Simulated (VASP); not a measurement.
# BaTiO3 (Barioperovskite) (Amm2) in VASP: single point with r2SCAN

Aim: the single point of BaTiO3 (Barioperovskite) with r2SCAN.

Everything below comes from runs of VASP 6.6.1. Logs are shortened: lines on timing, memory, paths and dates and some standing lists are left out, and cuts for length are marked.

**1. The cell of the first run**

Symmetry: Amm2, No. 38, orthorhombic system. The conventional cell has a = 3.951 Å, b = 5.646 Å, c = 5.663 Å, α = 90.00°, β = 90.00°, γ = 90.00°. Within 3.6 Å of Ba (site symmetry mm2) lie 12 O at 2.76 to 2.91 Å and 8 Ti at 3.39 to 3.51 Å. Ti (site symmetry mm2) has 6 O at 1.87 to 2.13 Å within 2.5 Å. O (site symmetry mm2) has 2 Ti at 1.98 Å within 2.6 Å. O (site symmetry m) has 2 Ti at 1.87 to 2.13 Å within 2.5 Å.

**2. Single point, r2SCAN (volume scaled by 0.97, then relaxed in part)**

File POSCAR:

```
BaTiO3
1.0
    3.9509553323      0.0000000000      0.0000000000
    0.0000000000      2.8228499482      2.8314631292
    0.0000000000     -2.8228499482      2.8314631292
Ba Ti O
1 1 3
Direct
    0.0000000000      0.0056681728      0.0056681728
    0.5000000000      0.5185169982      0.5185169982
    0.0000000000      0.4925958795      0.4925958795
    0.5000000000      0.4944914508      0.9856074987
    0.5000000000      0.9856074987      0.4944914508
```

File INCAR.step1:

```
SYSTEM = BaTiO3
ALGO = Normal
EDIFF = 1E-4
ENCUT = 520
GGA = PE
ISMEAR = 0
LASPH = .TRUE.
LCHARG = .FALSE.
LREAL = .FALSE.
LWAVE = .TRUE.
NBANDS = 28
NELM = 80
PREC = Accurate
SIGMA = 0.02
```

File INCAR.step2:

```
SYSTEM = BaTiO3
ALGO = Normal
EDIFF = 1E-6
ENCUT = 520
ISIF = 2
ISMEAR = 0
ISTART = 1
LASPH = .TRUE.
LCHARG = .FALSE.
LMIXTAU = .TRUE.
LREAL = .FALSE.
LWAVE = .FALSE.
METAGGA = R2SCAN
NBANDS = 28
NELM = 80
PREC = Accurate
SIGMA = 0.02
```

File KPOINTS:

```
k-points
0
G
  8 8 8
  0 0 0
```

Potentials or basis: VASP PAW PBE potentials, release 64 (Ba_sv, Ti_sv, O).

The run is started by

```console
cat potpaw_PBE.64/Ba_sv/POTCAR potpaw_PBE.64/Ti_sv/POTCAR potpaw_PBE.64/O/POTCAR > POTCAR
cp INCAR.step1 INCAR
mpirun -np 1 vasp_std > vasp.out
cp INCAR.step2 INCAR
mpirun -np 1 vasp_std > vasp.out
```

OUTCAR:

```text
SYSTEM = BaTiO3
   EDIFF = 1E-6
   ENCUT = 520
   ISIF = 2
   ISMEAR = 0
   ISTART = 1
   LASPH = .TRUE.
   LREAL = .FALSE.
   METAGGA = R2SCAN
   NELM = 80
   PREC = Accurate

 ion  position               nearest neighbor table
   1  0.000  0.006  0.006-   3 2.76   4 2.78   5 2.78   4 2.78   5 2.78   3 2.82   3 2.82   5 2.84
                             4 2.84   5 2.84   4 2.84   3 2.91   2 3.39   2 3.39   2 3.45   2 3.45
   2  0.500  0.519  0.519-   4 1.87   5 1.87   3 1.98   3 1.98   5 2.13   4 2.13   1 3.39   1 3.39
                             1 3.45   1 3.45   1 3.45   1 3.45   1 3.51   1 3.51
   3  0.000  0.493  0.493-   2 1.98   2 1.98   1 2.76   1 2.82   1 2.82   1 2.91
   4  0.500  0.494  0.986-   2 1.87   2 2.13   1 2.78   1 2.78   1 2.84   1 2.84
   5  0.500  0.986  0.494-   2 1.87   2 2.13   1 2.78   1 2.78   1 2.84   1 2.84

  LATTYP: Found a base centered orthorhombic cell.
 ALAT       =     5.6456998964
 B/A-ratio  =     1.0030512359
 C/A-ratio  =     0.6998167463

  Lattice vectors:

 A1 = (   0.0000000000,   2.8228499482,  -2.8314631292)
 A2 = (   0.0000000000,   2.8228499482,   2.8314631292)
 A3 = (   3.9509553323,   0.0000000000,   0.0000000000)

Analysis of symmetry for initial positions (statically):
=====================================================================
 Subroutine PRICEL returns:
 Original cell was already a primitive cell.

 Routine SETGRP: Setting up the symmetry group for a
 base centered orthorhombic supercell.

 Subroutine GETGRP returns: Found  4 space group operations
 (whereof  4 operations were pure point group operations)
 out of a pool of  8 trial point group operations.

The static configuration has the point symmetry C_2v.

Analysis of symmetry for dynamics (positions and initial velocities):
=====================================================================
 Subroutine PRICEL returns:
 Original cell was already a primitive cell.

 Routine SETGRP: Setting up the symmetry group for a
 base centered orthorhombic supercell.

 Subroutine GETGRP returns: Found  4 space group operations
 (whereof  4 operations were pure point group operations)
 out of a pool of  8 trial point group operations.

The dynamic configuration has the point symmetry C_2v.

 Subroutine INISYM returns: Found  4 space group operations
 (whereof  4 operations are pure point group operations),
 and found     1 'primitive' translations

----------------------------------------------------------------------------------------

                                     Primitive cell

  volume of cell :      63.1584

  direct lattice vectors                    reciprocal lattice vectors
     3.950955332  0.000000000  0.000000000     0.253103342  0.000000000  0.000000000
     0.000000000  2.822849948  2.831463129     0.000000000  0.177125958  0.176587148
     0.000000000 -2.822849948  2.831463129     0.000000000 -0.177125958  0.176587148

  length of vectors
     3.950955332  3.998207759  3.998207759     0.253103342  0.250113226  0.250113226

  position of ions in fractional coordinates (direct lattice)
     0.000000000  0.005668173  0.005668173
     0.500000000  0.518516998  0.518516998
     0.000000000  0.492595880  0.492595880
     0.500000000  0.494491451  0.985607499
     0.500000000  0.985607499  0.494491451

  ion indices of the primitive-cell ions
   primitive index   ion index
                 1           1
                 2           2
                 3           3
                 4           4
                 5           5

----------------------------------------------------------------------------------------

 KPOINTS: k-points

Automatic generation of k-mesh.
 Grid dimensions read from file:
 generate k-points for:    8    8    8

 Generating k-lattice:

  Cartesian coordinates                     Fractional coordinates (reciprocal lattice)
     0.031637918  0.000000000  0.000000000     0.125000000  0.000000000  0.000000000
     0.000000000  0.022140745  0.022073394     0.000000000  0.125000000  0.000000000
     0.000000000 -0.022140745  0.022073394     0.000000000  0.000000000  0.125000000

  Length of vectors
     0.031637918  0.031264153  0.031264153

  Shift w.r.t. Gamma in fractional coordinates (k-lattice)
     0.000000000  0.000000000  0.000000000

 Subroutine IBZKPT returns following result:
 ===========================================

 Found    105 irreducible k-points:

 Following reciprocal coordinates:
            Coordinates               Weight
  0.000000  0.000000  0.000000      1.000000
  0.125000  0.000000  0.000000      2.000000
  0.250000  0.000000  0.000000      2.000000
  0.375000  0.000000  0.000000      2.000000
  0.500000  0.000000  0.000000      1.000000
  0.000000  0.125000 -0.000000      4.000000
[... 16 lines left out ...]
  0.250000  0.500000 -0.000000      4.000000
  0.375000  0.500000 -0.000000      4.000000
 [... further k-points ...]
   k-points           NKPTS =    105   k-points in BZ     NKDIM =    105   number of bands    NBANDS=     28
   number of dos      NEDOS =    301   number of ions     NIONS =      5
   total plane-waves  NPLWV =  27000
   dimension x,y,z NGX =    30 NGY =   30 NGZ =   30
   dimension x,y,z NGXF=    60 NGYF=   60 NGZF=   60
   ions per type =               1   1   3
   NGX,Y,Z   is equivalent  to a cutoff of  12.62, 12.47, 12.47 a.u.
   NGXF,Y,Z  is equivalent  to a cutoff of  25.25, 24.95, 24.95 a.u.
 SYSTEM =  BaTiO3
   PREC   = accura    normal or accurate (medium, high low for compatibility)
   ISTART =      1    job   : 0-new  1-cont  2-samecut
   ICHARG =      0    charge: 1-file 2-atom 10-const
   ISPIN  =      1    spin polarized calculation?
   LNONCOLLINEAR =      F non collinear calculations
   LSORBIT =      F    spin-orbit coupling
   LASPH  =      T    aspherical Exc in radial PAW
   ENCUT  =  520.0 eV  38.22 Ry    6.18 a.u.   7.35  7.43  7.43*2*pi/ulx,y,z
   NELM   =     80;   NELMIN=  2; NELMDL=  0     # of ELM steps
   EDIFF  = 0.1E-05   stopping-criterion for ELM
   LREAL  =      F    real-space projection
   EDIFFG = 0.1E-04   stopping-criterion for IOM
   NSW    =      0    number of steps for IOM
   IBRION =     -1    ionic relax: 0-MD 1-quasi-New 2-CG
   NFREE  =      0    steps in history (QN), initial steepest desc. (CG)
   ISIF   =      2    stress and relaxation
   ISYM   =      2    0-nonsym 1-usesym 2-fastsym
   POTIM  = 0.5000    time-step for ionic-motion
   TEBEG  =    0.0;   TEEND  =   0.0 temperature during run
   PSTRESS=    0.0 pullay stress
   NELECT =      40.0000    total number of electrons
   NUPDOWN=      -1.0000    fix difference up-down
   EMIN   =  10.00;   EMAX   =-10.00  energy-range for DOS
   EFERMI =   0.00;   METHOD = LEGACY
   ISMEAR =     0;   SIGMA  =   0.02  broadening in eV -4-tet -1-fermi 0-gaus
   EFERMI_NEDOS =   21; number of points for ismear=-14 and -15
   IALGO  =     38    algorithm
   IMIX   =      4    mixing-type and parameters
     AMIX     =   0.40;   BMIX     =  1.00
     AMIX_MAG =   1.60;   BMIX_MAG =  1.00
  volume/ion in A,a.u.               =      12.63        85.24
  Fermi-wavevector in a.u.,A,eV,Ry     =   1.405890  2.656746 26.892263  1.976526
  Thomas-Fermi vector in A             =   2.528305
   LORBIT       =      0    0 simple, 1 ext, 2 COOP (PROOUT), +10 PAW based schemes
   METAGGA = R2SCAN    functional components
   LHFCALC =     F    Hartree Fock is set to
   AEXX    =    0.0000 exact exchange contribution
   IVDW    =     0    specifies the selected vdW correction
   LEPSILON=     F    determine dielectric tensor
   LRPA    =     F    only Hartree local field effects (RPA)
 non-spin polarized calculation
 Gauss-broadening in eV      SIGMA  =   0.02
  energy-cutoff  :      520.00
  volume of cell :       63.16
 maximum number of plane-waves:      1743
 NGX is ok and might be reduce to    30
   NGX = 15   NGY = 15   NGZ = 15

 number of electron      39.9999998 magnetization

 Free energy of the ion-electron system (eV)
  ---------------------------------------------------
  ext. energy  EPLUGINS =         0.00000000
  ---------------------------------------------------
  free energy    TOTEN  =       -74.22722060 eV

  energy without entropy =      -74.22722060  energy(sigma->0) =      -74.22722060

 E-fermi :   3.9005     XC(G=0): -11.9932

 val. band max:        3.6443270119   @ k =   0.5000   0.5000   0.5000
 cond. band min:       6.1477583301   @ k =   0.0000   0.0000   0.0000
 fundamental gap:      2.5034313182
 Fermi energy:         3.9004762857

 k-point     1 :       0.0000    0.0000    0.0000
  band No.  band energies     occupation
      1     -54.9472      2.00000
      2     -30.1609      2.00000
      3     -30.1575      2.00000
      4     -30.1167      2.00000
      5     -21.8206      2.00000
      6     -14.2423      2.00000
[... 20 lines left out ...]
     27       9.3261      0.00000
     28      12.0850      0.00000

 k-point     2 :       0.1250    0.0000    0.0000
  band No.  band energies     occupation
      1     -54.9470      2.00000
      2     -30.1605      2.00000
      3     -30.1571      2.00000
      4     -30.1268      2.00000
      5     -21.7995      2.00000
      6     -14.2536      2.00000
[... 20 lines left out ...]
     27       9.6310      0.00000
     28      12.4664      0.00000

 k-point     3 :       0.2500    0.0000    0.0000
  band No.  band energies     occupation
      1     -54.9465      2.00000
      2     -30.1596      2.00000
      3     -30.1565      2.00000
      4     -30.1512      2.00000
      5     -21.7477      2.00000
      6     -14.3338      2.00000
[... 20 lines left out ...]
     27      10.3952      0.00000
     28      12.7394      0.00000

 k-point     4 :       0.3750    0.0000    0.0000
  band No.  band energies     occupation
      1     -54.9460      2.00000
      2     -30.1759      2.00000
      3     -30.1588      2.00000
      4     -30.1552      2.00000
      5     -21.6945      2.00000
      6     -14.4547      2.00000
[... 578 lines left out ...]
     27      12.2349      0.00000
     28      12.8558      0.00000

 k-point    23 :       0.2500    0.5000   -0.0000
  band No.  band energies     occupation
      1     -54.9453      2.00000
      2     -30.2179      2.00000
      3     -30.1558      2.00000
      4     -30.1484      2.00000
      5     -21.6372      2.00000
      6     -14.2374      2.00000
[... 20 lines left out ...]
     27      12.9521      0.00000
     28      13.1714      0.00000

 k-point    24 :       0.3750    0.5000   -0.0000
  band No.  band energies     occupation
      1     -54.9448      2.00000
      2     -30.2165      2.00000
      3     -30.1725      2.00000
      4     -30.1548      2.00000
      5     -21.6037      2.00000
      6     -14.0403      2.00000
[... 20 lines left out ...]
     27      12.4338      0.00000
     28      14.0243      0.00000

 [... further k-points ...]

------------------------ aborting loop because EDIFF is reached ----------------------------------------

  FORCE on cell =-STRESS in cart. coord.  units (eV):
  Direction    XX          YY          ZZ          XY          YZ          ZX
  --------------------------------------------------------------------------------------
  -------------------------------------------------------------------------------------
  Total        2.3176671      2.3762589      2.3455571      0.0000000      0.0000000      0.0000000
  in kB       58.7937039     60.2800392     59.5012072      0.0000000      0.0000000      0.0000000
  external PRESSURE =      59.5249834 kB  Pullay stress =       0.0000000 kB

 VOLUME and BASIS-vectors are now :
 -----------------------------------------------------------------------------
  energy-cutoff  :      520.00
  volume of cell :       63.16
      direct lattice vectors                 reciprocal lattice vectors
     3.950955332  0.000000000  0.000000000     0.253103342  0.000000000  0.000000000
     0.000000000  2.822849948  2.831463129     0.000000000  0.177125958  0.176587148
     0.000000000 -2.822849948  2.831463129     0.000000000 -0.177125958  0.176587148

 POSITION                                       TOTAL-FORCE (eV/Angst)
 -----------------------------------------------------------------------------------
      0.00000      0.00000      0.03210         0.000000      0.000000     -0.025169
      1.97548      0.00000      2.93632         0.000000      0.000000     -0.146421
      0.00000      0.00000      2.78953         0.000000      0.000000      0.018075
      1.97548     -1.38635      4.19085         0.000000     -0.066643      0.076758
      1.97548      1.38635      4.19085         0.000000      0.066643      0.076758
 -----------------------------------------------------------------------------------
    total drift:                                0.000000      0.000001      0.001172

  FREE ENERGIE OF THE ION-ELECTRON SYSTEM (eV)
  ---------------------------------------------------
  free  energy   TOTEN  =       -74.2272206038 eV

  energy  without entropy=      -74.2272206038  energy(sigma->0) =      -74.22722060
```

Run time: 5.2 min. Hardware: 1 thread of AMD EPYC 9R45 (Zen 5), shared host; peak memory 0.28 GiB.

Results:

```
Free energy            : -74.2272 eV
Pressure               : 6.0 GPa
Largest force          : 0.146 eV/Å
Band gap on the k mesh : 2.50 eV, indirect (least direct gap 2.84 eV)
```

Forces in eV/Å, atoms in the order of the input:
```
Ba   0.000  0.000 -0.025
Ti   0.000  0.000 -0.146
O    0.000  0.000  0.018
O    0.000 -0.067  0.077
O    0.000  0.067  0.077
```

Stress tensor (GPa, compression positive):
```
5.88 0.00 0.00
0.00 6.03 0.00
0.00 0.00 5.95
```

Caveat: the PAW data sets were made with another functional, which shifts forces and pressure a little; spin-orbit coupling is left out, which moves the levels of the heavy elements.
